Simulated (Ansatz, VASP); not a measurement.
## SbO4: VASP beside Ansatz

```
CELL_PARAMETERS angstrom
5.11955 0.00000 0.00000
0.00000 10.54618 0.00000
0.00000 0.00000 2.96041
ATOMIC_POSITIONS crystal
Sb 0.50000 0.50000 0.50000
Sb 0.00000 0.00000 0.00000
O 0.07529 0.55079 0.50000
O 0.92471 0.44921 0.50000
O 0.44678 0.37704 0.00000
O 0.55322 0.62296 0.00000
O 0.57529 0.94921 0.00000
O 0.42471 0.05079 0.00000
O 0.05322 0.87704 0.50000
O 0.94678 0.12296 0.50000
```

Alike in both runs: functional PBE; k mesh 6 × 4 × 12; occupations gaussian, width 0.1 eV; no spin polarisation.

Ansatz relaxed the structure, and its values are those at the end. VASP's run is a single point on that final structure, the one shown.

|  | VASP | Ansatz |
| --- | --- | --- |
| version | VASP 6.6.1 | Ansatz 0.2.0 |
| potentials or method | VASP PAW PBE potentials, release 64 (Sb, O), cutoff 520 eV | scalar-relativistic, plane waves, PAW |
| valence electrons in the cell | 58 | 78 |

|  | VASP | Ansatz | Ansatz less VASP |
| --- | --- | --- | --- |
| gap on the k mesh at the Fermi level (eV) | none | none | - |
| pressure (GPa) | 0.3 | 0.0 | -0.26 |
| rms of the force components (eV/Å) | 0.176 | 0.000 | -0.1757 |

A gap of «none» marks a metal or a gap that the smearing closes. One of these differences is far larger than is usual between the two programs; its cause wasn't traced. VASP's potentials hold 58 valence electrons a cell and Ansatz's 78, so a difference there can come from the potentials and not from the codes.

Spin-orbit coupling is off throughout.
